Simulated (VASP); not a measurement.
# C in VASP: further runs

C is run at these levels: PBEsol; tasks: single point.

Program: VASP 6.6.1. These are calculated values, not measurements. Logs are shortened: lines on timing, memory, paths and dates and some standing lists are left out, and cuts for length are marked.

## (1) The cell of the first run

The cell holds a slab with vacuum, 2 atoms: a = 2.456 Å, b = 2.456 Å, c = 8.524 Å, α = 90.00°, β = 90.00°, γ = 120.00°.

## (2) Single point, PBEsol

Input file INCAR:

```
SYSTEM = C
PREC     = Accurate       ! precision mode
ENCUT    = 520            ! plane-wave cutoff, eV
EDIFF    = 1E-7           ! SCF threshold, eV
ISMEAR   = 1              ! smearing method
SIGMA    = 0.1            ! smearing width, eV
LREAL    = .FALSE.        ! projectors in reciprocal space
LASPH    = .TRUE.         ! aspherical terms in the spheres
NELM     = 80             ! most SCF steps
ALGO     = Normal         ! electronic algorithm
ISIF     = 2              ! what is computed and relaxed
LWAVE    = .FALSE.        ! write WAVECAR
LCHARG   = .FALSE.        ! write CHGCAR
GGA      = PS             ! functional
NBANDS   = 11             ! bands
```

Input file KPOINTS:

```
Automatic mesh
0
G
  8 8 2
  0 0 0
```

Input file POSCAR:

```
C
1.0
    2.4561700000      0.0000000000      0.0000000000
   -1.2280850000      2.1271060000      0.0000000000
    0.0000000000      0.0000000000      8.5238030000
C
2
Direct
    0.3333333333      0.6666666667      0.0000000000
    0.6666666667      0.3333333333      0.0000000000
```

Potentials or basis: VASP PAW PBE potentials, release 64 (C).

Command:

```bash
$ cat potpaw_PBE.64/C/POTCAR > POTCAR
$ mpirun -np 1 vasp_std > vasp.out
```

OUTCAR:

```text
SYSTEM = C
   PREC = Accurate
   ENCUT = 520
   EDIFF = 1E-7
   ISMEAR = 1
   LREAL = .FALSE.
   LASPH = .TRUE.
   NELM = 80
   ISIF = 2
   GGA = PS

 ion  position               nearest neighbor table
   1  0.333  0.667  0.000-   2 1.42   2 1.42   2 1.42
   2  0.667  0.333  0.000-   1 1.42   1 1.42   1 1.42

  LATTYP: Found a hexagonal cell.
 ALAT       =     2.4561700000
 C/A-ratio  =     3.4703636149

  Lattice vectors:

 A1 = (   2.4561700000,   0.0000000000,   0.0000000000)
 A2 = (  -1.2280850000,   2.1271060000,   0.0000000000)
 A3 = (   0.0000000000,   0.0000000000,   8.5238030000)

Analysis of symmetry for initial positions (statically):
=====================================================================
 Subroutine PRICEL returns:
 Original cell was already a primitive cell.

 Routine SETGRP: Setting up the symmetry group for a
 hexagonal supercell.

 Subroutine GETGRP returns: Found 24 space group operations
 (whereof 24 operations were pure point group operations)
 out of a pool of 24 trial point group operations.

The static configuration has the point symmetry D_6h.

Analysis of symmetry for dynamics (positions and initial velocities):
=====================================================================
 Subroutine PRICEL returns:
 Original cell was already a primitive cell.

 Routine SETGRP: Setting up the symmetry group for a
 hexagonal supercell.

 Subroutine GETGRP returns: Found 24 space group operations
 (whereof 24 operations were pure point group operations)
 out of a pool of 24 trial point group operations.

The dynamic configuration has the point symmetry D_6h.

 Subroutine INISYM returns: Found 24 space group operations
 (whereof 24 operations are pure point group operations),
 and found     1 'primitive' translations

----------------------------------------------------------------------------------------

                                     Primitive cell

  volume of cell :      44.5329

  direct lattice vectors                    reciprocal lattice vectors
     2.456170000  0.000000000  0.000000000     0.407137942  0.235061158  0.000000000
    -1.228085000  2.127106000  0.000000000     0.000000000  0.470122316  0.000000000
     0.000000000  0.000000000  8.523803000     0.000000000  0.000000000  0.117318526
[... 82 lines left out ...]
   NSW    =      0    number of steps for IOM
   IBRION =     -1    ionic relax: 0-MD 1-quasi-New 2-CG
   NFREE  =      0    steps in history (QN), initial steepest desc. (CG)
   ISIF   =      2    stress and relaxation
   ISYM   =      2    0-nonsym 1-usesym 2-fastsym
   POTIM  = 0.5000    time-step for ionic-motion
   TEBEG  =    0.0;   TEEND  =   0.0 temperature during run
   PSTRESS=    0.0 pullay stress
   NELECT =       8.0000    total number of electrons
   NUPDOWN=      -1.0000    fix difference up-down
   EMIN   =  10.00;   EMAX   =-10.00  energy-range for DOS
   EFERMI =   0.00;   METHOD = LEGACY
   ISMEAR =     1;   SIGMA  =   0.10  broadening in eV -4-tet -1-fermi 0-gaus
   EFERMI_NEDOS =   21; number of points for ismear=-14 and -15
   IALGO  =     38    algorithm
   IMIX   =      4    mixing-type and parameters
     AMIX     =   0.40;   BMIX     =  1.00
     AMIX_MAG =   1.60;   BMIX_MAG =  1.00
  volume/ion in A,a.u.               =      22.27       150.26
  Fermi-wavevector in a.u.,A,eV,Ry     =   0.923729  1.745594 11.609511  0.853275
  Thomas-Fermi vector in A             =   2.049397
   LORBIT       =      0    0 simple, 1 ext, 2 COOP (PROOUT), +10 PAW based schemes
   GGA     = PS    functional components
   LHFCALC =     F    Hartree Fock is set to
   AEXX    =    0.0000 exact exchange contribution
   IVDW    =     0    specifies the selected vdW correction
   LEPSILON=     F    determine dielectric tensor
   LRPA    =     F    only Hartree local field effects (RPA)
 non-spin polarized calculation
 Methfessel and Paxton  Order N= 1 SIGMA  =   0.10
  energy-cutoff  :      520.00
  volume of cell :       44.53
 maximum number of plane-waves:      1222
   NGX =  9   NGY =  9   NGZ = 31

 number of electron       7.9999997 magnetization

 Free energy of the ion-electron system (eV)
  ---------------------------------------------------
  ext. energy  EPLUGINS =         0.00000000
  ---------------------------------------------------
  free energy    TOTEN  =       -19.28200496 eV

  energy without entropy =      -19.28254851  energy(sigma->0) =      -19.28218614

 E-fermi :  -1.6936     XC(G=0):  -4.9799

 val. band max:       -1.7777239559   @ k =   0.3750   0.2500   0.0000
 cond. band min:       0.2095312197   @ k =   0.3750   0.2500   0.5000
 fundamental gap:      1.9872551756
 Fermi energy:        -1.6935739746

 k-point     1 :       0.0000    0.0000    0.0000
  band No.  band energies     occupation
      1     -20.3236      2.00000
      2      -8.4730      2.00000
      3      -3.7445      2.00000
      4      -3.7445      2.00000
      5       2.3558      0.00000
      6       4.7256      0.00000
      7       6.2777      0.00000
      8       7.6177      0.00000
      9       7.6177      0.00000
     10      10.8510      0.00000
     11      12.1307      0.00000
[... 253 lines left out ...]
 k-point    20 :       0.3750    0.2500    0.5000
  band No.  band energies     occupation
      1     -14.0458      2.00000
      2     -13.2219      2.00000
      3     -10.5597      2.00000
      4      -1.7778      2.00017
      5       0.2095     -0.00000
      6      10.0759      0.00000
      7      11.4972      0.00000
      8      11.8718      0.00000
      9      12.2188      0.00000
     10      12.8401      0.00000
     11      13.6598      0.00000

------------------------ aborting loop because EDIFF is reached ----------------------------------------

  FORCE on cell =-STRESS in cart. coord.  units (eV):
  Direction    XX          YY          ZZ          XY          YZ          ZX
  --------------------------------------------------------------------------------------
  -------------------------------------------------------------------------------------
  Total        0.2669456      0.2669457     -0.0103739      0.0000000      0.0000000      0.0000000
  in kB        9.6040040      9.6040074     -0.3732273      0.0000000      0.0000000      0.0000000
  external PRESSURE =       6.2782614 kB  Pullay stress =       0.0000000 kB

 VOLUME and BASIS-vectors are now :
 -----------------------------------------------------------------------------
  energy-cutoff  :      520.00
  volume of cell :       44.53
      direct lattice vectors                 reciprocal lattice vectors
     2.456170000  0.000000000  0.000000000     0.407137942  0.235061158  0.000000000
    -1.228085000  2.127106000  0.000000000     0.000000000  0.470122316  0.000000000
     0.000000000  0.000000000  8.523803000     0.000000000  0.000000000  0.117318526

 POSITION                                       TOTAL-FORCE (eV/Angst)
 -----------------------------------------------------------------------------------
     -0.00000      1.41807      0.00000         0.000000     -0.000000      0.000000
      1.22809      0.70904      0.00000         0.000000      0.000000      0.000000
 -----------------------------------------------------------------------------------
    total drift:                                0.000000     -0.000000      0.000000

  FREE ENERGIE OF THE ION-ELECTRON SYSTEM (eV)
  ---------------------------------------------------
  free  energy   TOTEN  =       -19.2820049595 eV

  energy  without entropy=      -19.2825485134  energy(sigma->0) =      -19.28218614
```

OSZICAR:

```text
N       E                     dE             d eps       ncg     rms          rms(c)
DAV:   1     0.231110129033E+02    0.23111E+02   -0.35839E+03   448   0.574E+02
DAV:   2    -0.184343702464E+02   -0.41545E+02   -0.37697E+02   542   0.130E+02
DAV:   3    -0.205642505595E+02   -0.21299E+01   -0.21204E+01   542   0.288E+01
DAV:   4    -0.205841919369E+02   -0.19941E-01   -0.19935E-01   595   0.346E+00
DAV:   5    -0.205843788812E+02   -0.18694E-03   -0.18694E-03   544   0.302E-01    0.646E+00
DAV:   6    -0.196462500899E+02    0.93813E+00   -0.74987E-01   521   0.498E+00    0.374E+00
DAV:   7    -0.192866491391E+02    0.35960E+00   -0.99971E-01   520   0.571E+00    0.933E-01
DAV:   8    -0.192809193778E+02    0.57298E-02   -0.23002E-02   510   0.925E-01    0.198E-01
DAV:   9    -0.192805071638E+02    0.41221E-03   -0.42350E-04   527   0.130E-01    0.133E-01
DAV:  10    -0.192804671281E+02    0.40036E-04   -0.52118E-03   455   0.290E-01    0.968E-02
DAV:  11    -0.192813701910E+02   -0.90306E-03   -0.18612E-04   490   0.795E-02    0.382E-02
DAV:  12    -0.192819321466E+02   -0.56196E-03   -0.11338E-04   463   0.652E-02    0.212E-02
DAV:  13    -0.192819850857E+02   -0.52939E-04   -0.26861E-06   473   0.115E-02    0.738E-03
DAV:  14    -0.192820047437E+02   -0.19658E-04   -0.12241E-06   472   0.610E-03    0.141E-03
DAV:  15    -0.192820049654E+02   -0.22179E-06   -0.57397E-08   479   0.169E-03    0.813E-04
DAV:  16    -0.192820049595E+02    0.59541E-08   -0.14076E-08   471   0.723E-04
   1 F= -.19282005E+02 E0= -.19282186E+02  d E =0.543554E-03
```

stdout:

```text
POSCAR found type information on POSCAR C
 POSCAR found :  1 types and       2 ions
 scaLAPACK will be used
 -----------------------------------------------------------------------------
|                                                                             |
|                                                                             |
|     You enforced a specific xc type in the INCAR file but a different       |
|     I HOPE YOU KNOW WHAT YOU ARE DOING!                                     |
|                                                                             |
 -----------------------------------------------------------------------------

 LDA part: xc-table for (Slater+PW92), standard interpolation
 POSCAR, INCAR and KPOINTS ok, starting setup
 FFT: planning ... GRIDC
 FFT: planning ... GRID_SOFT
 FFT: planning ... GRID
 WAVECAR not read
 entering main loop
```

Wall time 18 s (1 thread of Intel Xeon 8259CL, shared host); peak memory 0.14 GiB.

Results:

| Item | Value |
| --- | --- |
| Free energy | -19.2820 eV |
| Band gap on the k mesh | 1.99 eV, direct |

Caveat: the PAW data sets were made with another functional, which shifts forces and pressure a little.

## (3) Single point, PBEsol

Input file INCAR:

```
PREC = Accurate
ENCUT = 520
EDIFF = 1E-6
ISMEAR = 1
SIGMA = 0.1
LREAL = F
LASPH = T
NELM = 60
ALGO = Normal
ISIF = 2
LWAVE = F
LCHARG = F
GGA = PS
NBANDS = 11
```

Input file KPOINTS:

```
regular mesh
0
Gamma
  9 9 3
```

POSCAR is that of step 2.

Potentials or basis: VASP PAW PBE potentials, release 64 (C).

Command:

```bash
$ cat potpaw_PBE.64/C/POTCAR > POTCAR
$ mpirun -np 1 vasp_std > vasp.out
```

Run time: 20 s. Hardware: 1 thread of Intel Xeon 8259CL, shared host; peak memory 0.14 GiB.

It converged, with:

| Item | Value |
| --- | --- |
| Free energy | -19.2673 eV |
| Band gap on the k mesh | zero (filled and empty bands touch) |

Levels at points of the mesh, in eV from the Fermi level:
```
           k point  band 1  band 2  band 3  band 4  band 5  band 6  band 7  band 8
(0.00, 0.00, 0.00)  -19.58   -7.73   -3.00   -3.00    3.10    5.47    7.02    8.36
```

Caveat: the PAW data sets were made with another functional, which shifts forces and pressure a little.
